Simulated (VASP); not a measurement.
# H (P6_3/mmc) in VASP: a series of runs, part 2 of 2

VASP 6.6.1. The steps go on from the part before.

## Step 4: Single point, PBE (strain +0.000 along x and y, -0.050 along z)

INCAR reads:

```
SYSTEM = H
PREC = Accurate
ENCUT = 520
EDIFF = 1E-6
ISMEAR = 0
SIGMA = 0.05
LREAL = .FALSE.
LASPH = .TRUE.
NELM = 60
ALGO = Normal
ISIF = 2
LWAVE = .FALSE.
LCHARG = .FALSE.
GGA = PE
NBANDS = 10
```

KPOINTS reads:

```
regular mesh
0
G
  9 9 6
  0 0 0
```

POSCAR reads:

```
H
1.0
    3.8401304226      0.0000000000      0.0000000000
   -1.9200652113      3.3256504998      0.0000000000
    0.0000000000      0.0000000000      4.7943284725
H
4
Direct
    0.3333333333      0.6666666667      0.1764958800
    0.6666666667      0.3333333333      0.6764958800
    0.6666666667      0.3333333333      0.8235041200
    0.3333333333      0.6666666667      0.3235041200
```

Potentials or basis: VASP PAW PBE potentials, release 64 (H).

Command:

```console
$ cat potpaw_PBE.64/H/POTCAR > POTCAR
$ mpirun -np 1 vasp_std > vasp.out
```

OUTCAR:

```text
SYSTEM = H
   PREC = Accurate
   ENCUT = 520
   EDIFF = 1E-6
   ISMEAR = 0
   LREAL = .FALSE.
   LASPH = .TRUE.
   NELM = 60
   ISIF = 2
   GGA = PE

 ion  position               nearest neighbor table
   1  0.333  0.667  0.176-   4 0.70
   2  0.667  0.333  0.676-   3 0.70
   3  0.667  0.333  0.824-   2 0.70
   4  0.333  0.667  0.324-   1 0.70

  LATTYP: Found a hexagonal cell.
 ALAT       =     3.8401304226
 C/A-ratio  =     1.2484806360

  Lattice vectors:

 A1 = (   3.8401304226,   0.0000000000,   0.0000000000)
 A2 = (  -1.9200652113,   3.3256504998,   0.0000000000)
 A3 = (   0.0000000000,   0.0000000000,   4.7943284725)

Analysis of symmetry for initial positions (statically):
=====================================================================
 Subroutine PRICEL returns:
 Original cell was already a primitive cell.

 Routine SETGRP: Setting up the symmetry group for a
[... 174 lines left out ...]

 E-fermi :  -8.7629     XC(G=0):  -4.6346

 val. band max:       -9.0000307726   @ k =   0.0000   0.0000   0.0000
 cond. band min:       1.0061177985   @ k =   0.0000   0.0000   0.0000
 fundamental gap:     10.0061485711
 Fermi energy:        -8.7629402696

 k-point     1 :       0.0000    0.0000    0.0000
  band No.  band energies     occupation
      1     -10.5333      2.00000
      2      -9.0000      2.00000
      3       1.0061      0.00000
      4       3.1633      0.00000
      5       6.4620      0.00000
      6       8.3030      0.00000
      7       8.3030      0.00000
      8       8.5486      0.00000
      9       9.7551      0.00000
     10       9.7551      0.00000
[... 287 lines left out ...]
 k-point    24 :       0.3333    0.3333    0.1667
  band No.  band energies     occupation
      1      -9.4896      2.00000
      2      -9.4896      2.00000
      3       1.8007      0.00000
      4       2.6884      0.00000
      5       2.6884      0.00000
      6       5.7103      0.00000
      7       5.7103      0.00000
      8       6.1004      0.00000
      9      10.5353      0.00000
     10      13.0699      0.00000

 [... further k-points ...]
[... 5 lines left out ...]
  --------------------------------------------------------------------------------------
  -------------------------------------------------------------------------------------
  Total       -0.0367028     -0.0367028      2.5269767      0.0000000     -0.0000000      0.0000000
  in kB       -0.9604148     -0.9604148     66.1243553      0.0000000     -0.0000000      0.0000000
  external PRESSURE =      21.4011752 kB  Pullay stress =       0.0000000 kB

 VOLUME and BASIS-vectors are now :
 -----------------------------------------------------------------------------
  energy-cutoff  :      520.00
  volume of cell :       61.23
      direct lattice vectors                 reciprocal lattice vectors
     3.840130423  0.000000000  0.000000000     0.260407822  0.150346526  0.000000000
    -1.920065211  3.325650500  0.000000000     0.000000000  0.300693052  0.000000000
     0.000000000  0.000000000  4.794328473     0.000000000  0.000000000  0.208579785

 POSITION                                       TOTAL-FORCE (eV/Angst)
 -----------------------------------------------------------------------------------
     -0.00000      2.21710      0.84618        -0.000000      0.000000     -1.819123
      1.92007      1.10855      3.24334        -0.000000     -0.000000     -1.819123
      1.92007      1.10855      3.94815        -0.000000     -0.000000      1.819123
     -0.00000      2.21710      1.55099         0.000000      0.000000      1.819123
 -----------------------------------------------------------------------------------
    total drift:                               -0.000000      0.000000     -0.000000

  FREE ENERGIE OF THE ION-ELECTRON SYSTEM (eV)
  ---------------------------------------------------
  free  energy   TOTEN  =       -13.4973223649 eV

  energy  without entropy=      -13.4973223649  energy(sigma->0) =      -13.49732236
```

OSZICAR:

```text
N       E                     dE             d eps       ncg     rms          rms(c)
DAV:   1    -0.445099746012E+01   -0.44510E+01   -0.15570E+03   960   0.281E+02
DAV:   2    -0.145724779267E+02   -0.10121E+02   -0.99919E+01  1284   0.531E+01
DAV:   3    -0.149071708024E+02   -0.33469E+00   -0.33452E+00  1158   0.915E+00
DAV:   4    -0.149081331980E+02   -0.96240E-03   -0.96237E-03  1044   0.589E-01
DAV:   5    -0.149081373402E+02   -0.41422E-05   -0.41422E-05  1072   0.401E-02    0.684E+00
DAV:   6    -0.139492317004E+02    0.95891E+00   -0.46483E-01  1034   0.239E+00    0.371E+00
DAV:   7    -0.134887722854E+02    0.46046E+00   -0.10777E+00  1044   0.376E+00    0.455E-01
DAV:   8    -0.135009274008E+02   -0.12155E-01   -0.19761E-02  1006   0.562E-01    0.315E-01
DAV:   9    -0.134973154432E+02    0.36120E-02   -0.76255E-03  1004   0.302E-01    0.238E-02
DAV:  10    -0.134973216389E+02   -0.61958E-05   -0.10265E-04  1024   0.593E-02    0.744E-03
DAV:  11    -0.134973223649E+02   -0.72596E-06   -0.85344E-06   972   0.240E-02
   1 F= -.13497322E+02 E0= -.13497322E+02  d E =-.160398E-13
```

stdout:

```text
POSCAR found type information on POSCAR H
 POSCAR found :  1 types and       4 ions
 scaLAPACK will be used
 LDA part: xc-table for (Slater+PW92), standard interpolation
 POSCAR, INCAR and KPOINTS ok, starting setup
 FFT: planning ... GRIDC
 FFT: planning ... GRID_SOFT
 FFT: planning ... GRID
 WAVECAR not read
 entering main loop
```

Run time: 15 s. Hardware: 1 thread of Intel Xeon Platinum 8375C at 2.90GHz (Ice Lake), shared host; peak memory 0.17 GiB.

Results:

| Quantity | Value |
| --- | --- |
| Free energy | -13.4973 eV |
| Pressure | 2.1 GPa |
| Largest force | 1.819 eV/Å |
| Band gap on the k mesh | 10.01 eV, direct |

Forces in eV/Å, atoms in the order of the input:
```
H    0.000  0.000 -1.819
H    0.000  0.000 -1.819
H    0.000  0.000  1.819
H    0.000  0.000  1.819
```

Stress tensor (GPa, compression positive):
```
-0.10  0.00  0.00
 0.00 -0.10  0.00
 0.00  0.00  6.61
```

Caveat: the cell differs from its parent crystal (strain +0.000 along x and y, -0.050 along z); forces of over 1 eV/Å act on the atoms, so gaps and moduli don't describe the material at rest.

## Step 5: Single point, PBE (strain -0.025 along x and y, +0.000 along z)

INCAR reads:

```
  ALGO = Normal
  EDIFF = 1E-6
  ENCUT = 520
  GGA = PE
  ISIF = 2
  ISMEAR = 0
  LASPH = True
  LCHARG = True
  LELF = True
  LREAL = False
  LVHAR = True
  LWAVE = False
  NBANDS = 10
  NELM = 80
  PREC = Accurate
  SIGMA = 0.05
```

KPOINTS reads:

```
k-points
0
Gamma
  9 9 6
```

POSCAR reads:

```
H
1.0
    3.7441271620      0.0000000000      0.0000000000
   -1.8720635810      3.2425092373      0.0000000000
    0.0000000000      0.0000000000      5.0466615500
H
4
Direct
    0.3333333333      0.6666666667      0.1764958800
    0.6666666667      0.3333333333      0.6764958800
    0.6666666667      0.3333333333      0.8235041200
    0.3333333333      0.6666666667      0.3235041200
```

Command:

```console
$ cat potpaw_PBE.64/H/POTCAR > POTCAR
$ mpirun -np 1 vasp_std > vasp.out
```

Run time: 18 s. Hardware: 1 thread of Intel Xeon Platinum 8375C at 2.90GHz (Ice Lake), shared host; peak memory 0.17 GiB.

The run converged. Its results:

```
Free energy            : -13.5741 eV
Pressure               : 0.3 GPa
Largest force          : 0.296 eV/Å
Band gap on the k mesh : 9.27 eV, direct
```

Forces on the atoms (eV/Å):
```
H    0.000  0.000 -0.296
H    0.000  0.000 -0.296
H    0.000  0.000  0.296
H    0.000  0.000  0.296
```

Stress tensor (GPa, compression positive):
```
-0.09  0.00  0.00
 0.00 -0.09  0.00
 0.00  0.00  1.03
```

Levels at points of the mesh, in eV from the valence-band top:
| k point | band 1 | band 2 | band 3 | band 4 | band 5 |
| --- | --- | --- | --- | --- | --- |
| (0.00, 0.00, 0.00) | -1.49 | 0.00 | 9.27 | 12.24 | 15.29 |
| (0.00, 0.00, 0.50) | -0.82 | -0.82 | 10.52 | 10.52 | 17.34 |

Caveat: the cell differs from its parent crystal (strain -0.025 along x and y, +0.000 along z). A k mesh can miss the band edges.

## Step 6: Single point, PBE (strain +0.000 along x and y, -0.025 along z)

INCAR reads:

```
PREC = Accurate ; ENCUT = 520
EDIFF = 1E-7 ; ISMEAR = 0
SIGMA = 0.05 ; LREAL = F
LASPH = T ; NELM = 100
ALGO = Normal ; ISIF = 2
LWAVE = F ; LCHARG = F
GGA = PE ; NBANDS = 10
```

KPOINTS reads:

```
Automatic mesh
0
Gamma
  9 9 6
```

POSCAR reads:

```
H
1.0
    3.8401304226      0.0000000000      0.0000000000
   -1.9200652113      3.3256504998      0.0000000000
    0.0000000000      0.0000000000      4.9204950112
H
4
Direct
    0.3333333333      0.6666666667      0.1764958800
    0.6666666667      0.3333333333      0.6764958800
    0.6666666667      0.3333333333      0.8235041200
    0.3333333333      0.6666666667      0.3235041200
```

Potentials or basis: VASP PAW PBE potentials, release 64 (H).

Command:

```console
$ cat potpaw_PBE.64/H/POTCAR > POTCAR
$ mpirun -np 1 vasp_std > vasp.out
```

Run time: 21 s. Hardware: 1 thread of Intel Xeon Platinum 8375C at 2.90GHz (Ice Lake), shared host; peak memory 0.17 GiB.

Results (log left out):

| Item | Value |
| --- | --- |
| Free energy | -13.5504 eV |
| Pressure | 1.1 GPa |
| Largest force | 1.013 eV/Å |
| Band gap on the k mesh | 9.69 eV, direct |

Forces on the atoms (eV/Å):
```
H    0.000  0.000 -1.013
H    0.000  0.000 -1.013
H    0.000  0.000  1.013
H    0.000  0.000  1.013
```

Stress tensor (GPa, compression positive):
```
-0.10  0.00  0.00
 0.00 -0.10  0.00
 0.00  0.00  3.61
```

Levels at points of the mesh, in eV from the valence-band top:
```csv
k point,band 1,band 2,band 3,band 4,band 5,band 6,band 7
"(0.00, 0.00, 0.00)",-1.46,0.00,9.69,12.07,15.26,17.10,17.28
"(0.00, 0.00, 0.50)",-0.80,-0.80,10.58,10.58,17.65,17.65,18.47
```

Caveat: the cell differs from its parent crystal (strain +0.000 along x and y, -0.025 along z); forces of over 1 eV/Å act on the atoms, so gaps and moduli don't describe the material at rest.

## Step 7: The runs side by side

```tsv
cell	gap on the mesh (eV)	pressure (GPa)	largest force (eV/Å)
a = 3.744, b = 3.744, c = 4.920 Å, angles 90.0, 90.0, 120.0°, 4 atoms	9.55	1.2	1.01
a = 3.648, b = 3.648, c = 5.299 Å, angles 90.0, 90.0, 120.0°, 4 atoms	8.60	-1.3	0.90
a = 3.840, b = 3.840, c = 4.794 Å, angles 90.0, 90.0, 120.0°, 4 atoms	10.01	2.1	1.82
a = 3.744, b = 3.744, c = 5.047 Å, angles 90.0, 90.0, 120.0°, 4 atoms	9.27	0.3	0.30
a = 3.840, b = 3.840, c = 4.920 Å, angles 90.0, 90.0, 120.0°, 4 atoms	9.69	1.1	1.01
```

Alike in all rows: task single point; level PBE; potentials or basis VASP PAW PBE potentials, release 64 (H); no spin polarisation; k mesh 9 × 9 × 6; cutoff (eV) 520; smearing gaussian 0.05 eV.

Caveats: forces of over 1 eV/Å act on the atoms, so gaps and moduli don't describe the material at rest (some runs).

Total energies depend on the potentials used, so only differences within one code and one set of settings carry meaning.
